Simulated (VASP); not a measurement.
# TaMo2C3 (P-3m1) in VASP: notebook

TaMo2C3 is run at these levels: PBE; tasks: single point.

All numbers are computed with VASP 6.6.1; they aren't measurements. Logs are shortened: lines on timing, memory, paths and dates and some standing lists are left out, and cuts for length are marked.

### 1 The cell of the first run

The structure is trigonal, space group P-3m1 (No. 164). Conventional cell: a = 3.117 Å, b = 3.117 Å, c = 7.686 Å, α = 90.00°, β = 90.00°, γ = 120.00°. Within 2.9 Å of Ta (site symmetry -3m) lie 6 C at 2.21 Å. Mo (site symmetry 3m) has 6 C at 2.19 to 2.22 Å within 2.9 Å. C (site symmetry -3m) has 6 Mo at 2.22 Å within 2.9 Å. Within 2.9 Å of C (site symmetry 3m) lie 3 Mo at 2.19 Å and 3 Ta at 2.21 Å.

### 2 Single point, PBE

INCAR reads:

```
PREC = Accurate
ENCUT = 600
EDIFF = 1E-6
ISMEAR = -1
SIGMA = 0.1
LREAL = False
LASPH = True
NELM = 120
ALGO = Normal
ISIF = 2
LWAVE = False
LCHARG = True
GGA = PE
LELF = True
LVHAR = True
NBANDS = 34
GGA_COMPAT = False
```

KPOINTS reads:

```
Automatic mesh
0
Gamma
  9 9 3
```

POSCAR reads:

```
TaMo2C3
1.0
    3.1166360000      0.0000000000      0.0000000000
   -1.5583180000      2.6990860000      0.0000000000
    0.0000000000      0.0000000000      7.6863160000
Ta Mo C
1 2 3
Direct
    0.0000000000      0.0000000000      0.0000000000
    0.3333333333      0.6666666667      0.6692300000
    0.6666666667      0.3333333333      0.3307700000
    0.0000000000      0.0000000000      0.5000000000
    0.3333333333      0.6666666667      0.1679210000
    0.6666666667      0.3333333333      0.8320790000
```

Potentials or basis: VASP PAW PBE potentials, release 64 (Ta_pv, Mo_sv, C).

Run with:

```
$ cat potpaw_PBE.64/Ta_pv/POTCAR potpaw_PBE.64/Mo_sv/POTCAR potpaw_PBE.64/C/POTCAR > POTCAR
$ mpirun -np 1 vasp_std > vasp.out
```

OUTCAR:

```text
PREC = Accurate
   ENCUT = 600
   EDIFF = 1E-6
   ISMEAR = -1
   LREAL = False
   LASPH = True
   NELM = 120
   ISIF = 2
   GGA = PE

 ion  position               nearest neighbor table
   1  0.000  0.000  0.000-   5 2.21   6 2.21   6 2.21   5 2.21   6 2.21   5 2.21   2 3.11   3 3.11
                             2 3.11   3 3.11   3 3.11   2 3.11
   2  0.333  0.667  0.669-   6 2.19   6 2.19   6 2.19   4 2.22   4 2.22   4 2.22   1 3.11   1 3.11
                             1 3.11   3 3.16   3 3.16   3 3.16
   3  0.667  0.333  0.331-   5 2.19   5 2.19   5 2.19   4 2.22   4 2.22   4 2.22   1 3.11   1 3.11
                             1 3.11   2 3.16   2 3.16   2 3.16
   4  0.000  0.000  0.500-   2 2.22   3 2.22   3 2.22   2 2.22   3 2.22   2 2.22
   5  0.333  0.667  0.168-   3 2.19   3 2.19   3 2.19   1 2.21   1 2.21   1 2.21
   6  0.667  0.333  0.832-   2 2.19   2 2.19   2 2.19   1 2.21   1 2.21   1 2.21

  LATTYP: Found a hexagonal cell.
 ALAT       =     3.1166360000
 C/A-ratio  =     2.4662219136

  Lattice vectors:

 A1 = (   3.1166360000,   0.0000000000,   0.0000000000)
 A2 = (  -1.5583180000,   2.6990860000,   0.0000000000)
 A3 = (   0.0000000000,   0.0000000000,   7.6863160000)

Analysis of symmetry for initial positions (statically):
=====================================================================
 Subroutine PRICEL returns:
 Original cell was already a primitive cell.

 Routine SETGRP: Setting up the symmetry group for a
 hexagonal supercell.

 Subroutine GETGRP returns: Found 12 space group operations
 (whereof 12 operations were pure point group operations)
 out of a pool of 24 trial point group operations.

The static configuration has the point symmetry D_3d.

Analysis of symmetry for dynamics (positions and initial velocities):
=====================================================================
 Subroutine PRICEL returns:
 Original cell was already a primitive cell.

 Routine SETGRP: Setting up the symmetry group for a
 hexagonal supercell.

 Subroutine GETGRP returns: Found 12 space group operations
 (whereof 12 operations were pure point group operations)
 out of a pool of 24 trial point group operations.

The dynamic configuration has the point symmetry D_3d.

 Subroutine INISYM returns: Found 12 space group operations
 (whereof 12 operations are pure point group operations),
 and found     1 'primitive' translations

----------------------------------------------------------------------------------------

[... 103 lines left out ...]
   NSW    =      0    number of steps for IOM
   IBRION =     -1    ionic relax: 0-MD 1-quasi-New 2-CG
   NFREE  =      0    steps in history (QN), initial steepest desc. (CG)
   ISIF   =      2    stress and relaxation
   ISYM   =      2    0-nonsym 1-usesym 2-fastsym
   POTIM  = 0.5000    time-step for ionic-motion
   TEBEG  =    0.0;   TEEND  =   0.0 temperature during run
   PSTRESS=    0.0 pullay stress
   NELECT =      51.0000    total number of electrons
   NUPDOWN=      -1.0000    fix difference up-down
   EMIN   =  10.00;   EMAX   =-10.00  energy-range for DOS
   EFERMI =   0.00;   METHOD = LEGACY
   ISMEAR =    -1;   SIGMA  =   0.10  broadening in eV -4-tet -1-fermi 0-gaus
   EFERMI_NEDOS =   21; number of points for ismear=-14 and -15
   IALGO  =     38    algorithm
   IMIX   =      4    mixing-type and parameters
     AMIX     =   0.40;   BMIX     =  1.00
     AMIX_MAG =   1.60;   BMIX_MAG =  1.00
  volume/ion in A,a.u.               =      10.78        72.72
  Fermi-wavevector in a.u.,A,eV,Ry     =   1.512602  2.858402 31.129633  2.287963
  Thomas-Fermi vector in A             =   2.622504
   LORBIT       =      0    0 simple, 1 ext, 2 COOP (PROOUT), +10 PAW based schemes
   GGA     = PE    functional components
   LHFCALC =     F    Hartree Fock is set to
   AEXX    =    0.0000 exact exchange contribution
   IVDW    =     0    specifies the selected vdW correction
   LEPSILON=     F    determine dielectric tensor
   LRPA    =     F    only Hartree local field effects (RPA)
 non-spin polarized calculation
  energy-cutoff  :      600.00
  volume of cell :       64.66
 maximum number of plane-waves:      2191
 NGX is ok and might be reduce to    28
   NGX = 13   NGY = 13   NGZ = 31

 number of electron      51.0000001 magnetization

 Free energy of the ion-electron system (eV)
  ---------------------------------------------------
  ext. energy  EPLUGINS =         0.00000000
  ---------------------------------------------------
  free energy    TOTEN  =       -61.90503245 eV

  energy without entropy =      -61.81093247  energy(sigma->0) =      -61.85798246

 E-fermi :  11.1286     XC(G=0): -13.3532

 val. band max:       11.1177941472   @ k =   0.3333   0.2222   0.0000
 cond. band min:      11.1457105428   @ k =   0.3333   0.0000   0.3333
 fundamental gap:      0.0279163955
 Fermi energy:        11.1285819941

 k-point     1 :       0.0000    0.0000    0.0000
  band No.  band energies     occupation
      1     -50.8927      2.00000
      2     -50.8621      2.00000
      3     -25.1510      2.00000
      4     -24.9877      2.00000
      5     -24.7929      2.00000
      6     -24.7929      2.00000
[... 877 lines left out ...]
     33      14.4364      0.00000
     34      15.4527      0.00000

 [... further k-points ...]

------------------------ aborting loop because EDIFF is reached ----------------------------------------

  FORCE on cell =-STRESS in cart. coord.  units (eV):
  Direction    XX          YY          ZZ          XY          YZ          ZX
  --------------------------------------------------------------------------------------
  -------------------------------------------------------------------------------------
  Total       -0.8987282     -0.8987282     -0.9997456      0.0000000      0.0000000     -0.0000000
  in kB      -22.2698818    -22.2698826    -24.7730257      0.0000000      0.0000000     -0.0000000
  external PRESSURE =     -23.1042634 kB  Pullay stress =       0.0000000 kB

 VOLUME and BASIS-vectors are now :
 -----------------------------------------------------------------------------
  energy-cutoff  :      600.00
  volume of cell :       64.66
      direct lattice vectors                 reciprocal lattice vectors
     3.116636000  0.000000000  0.000000000     0.320858772  0.185247895  0.000000000
    -1.558318000  2.699086000  0.000000000     0.000000000  0.370495790  0.000000000
     0.000000000  0.000000000  7.686316000     0.000000000  0.000000000  0.130101339

 POSITION                                       TOTAL-FORCE (eV/Angst)
 -----------------------------------------------------------------------------------
      0.00000      0.00000      0.00000        -0.000000      0.000000      0.000000
     -0.00000      1.79939      5.14391        -0.000000     -0.000000      0.111587
      1.55832      0.89970      2.54240         0.000000      0.000000     -0.111587
      0.00000      0.00000      3.84316        -0.000000      0.000000      0.000000
     -0.00000      1.79939      1.29069        -0.000000      0.000000      0.087459
      1.55832      0.89970      6.39562         0.000000      0.000000     -0.087459
 -----------------------------------------------------------------------------------
    total drift:                                0.000000      0.000000      0.000000

  FREE ENERGIE OF THE ION-ELECTRON SYSTEM (eV)
  ---------------------------------------------------
  free  energy   TOTEN  =       -61.9050324517 eV

  energy  without entropy=      -61.8109324704  energy(sigma->0) =      -61.85798246
```

Wall time 88 s (1 thread of Intel Xeon Platinum 8259CL at 2.50GHz (Skylake/Cascade Lake), shared host); peak memory 0.26 GiB.

What came out:

```
Free energy   : -61.9050 eV
Pressure      : -2.3 GPa
Largest force : 0.112 eV/Å
```

Forces in eV/Å, atoms in the order of the input:
```
Ta   0.000  0.000  0.000
Mo   0.000  0.000  0.112
Mo   0.000  0.000 -0.112
C    0.000  0.000  0.000
C    0.000  0.000  0.087
C    0.000  0.000 -0.087
```

Stress tensor (GPa, compression positive):
```
-2.23  0.00  0.00
 0.00 -2.23  0.00
 0.00  0.00 -2.48
```

Levels at points of the mesh, in eV from the Fermi level:
```
           k point  band 22  band 23  band 24  band 25  band 26  band 27  band 28  band 29
(0.00, 0.00, 0.00)    -2.08    -2.08    -0.52    -0.49    -0.49    -0.45    -0.45    -0.27
```

Caveat: spin-orbit coupling is left out, which moves the levels of the heavy elements.

### 3 Single point, PBE

This run uses another cell than the first one, of 11.21 Å³/atom, 1.040 times its volume.

INCAR is that of step 2.

KPOINTS is that of step 2.

POSCAR: that of step 2 with these lines changed.

```diff
@@ -2,5 +2,5 @@
 1.0
-    3.1166360000      0.0000000000      0.0000000000
-   -1.5583180000      2.6990860000      0.0000000000
-    0.0000000000      0.0000000000      7.6863160000
+    3.1576490717      0.0000000000      0.0000000000
+   -1.5788245358      2.7346043626      0.0000000000
+    0.0000000000      0.0000000000      7.7874633361
 Ta Mo C
```

Potentials or basis: VASP PAW PBE potentials, release 64 (Ta_pv, Mo_sv, C).

Run with:

```
$ cat potpaw_PBE.64/Ta_pv/POTCAR potpaw_PBE.64/Mo_sv/POTCAR potpaw_PBE.64/C/POTCAR > POTCAR
$ mpirun -np 1 vasp_std > vasp.out
```

Run time: 2.1 min. Hardware: 1 thread of Intel Xeon Platinum 8259CL at 2.50GHz (Skylake/Cascade Lake), shared host; peak memory 0.26 GiB.

It converged, with:

| Item | Value |
| --- | --- |
| Free energy | -61.7755 eV |
| Pressure | -13.8 GPa |
| Largest force | 0.145 eV/Å |

Forces in eV/Å, atoms in the order of the input:
```
Ta   0.000  0.000  0.000
Mo   0.000  0.000  0.145
Mo   0.000  0.000 -0.145
C    0.000  0.000  0.000
C    0.000  0.000  0.025
C    0.000  0.000 -0.025
```

Stress tensor (GPa, compression positive):
```
-13.68   0.00   0.00
  0.00 -13.68   0.00
  0.00   0.00 -14.01
```

Levels at points of the mesh, in eV from the Fermi level:
```csv
k point,band 23,band 24,band 25,band 26,band 27,band 28
"(0.00, 0.00, 0.00)",-1.97,-0.47,-0.47,-0.46,-0.39,-0.39
```

Caveat: spin-orbit coupling is left out, which moves the levels of the heavy elements.
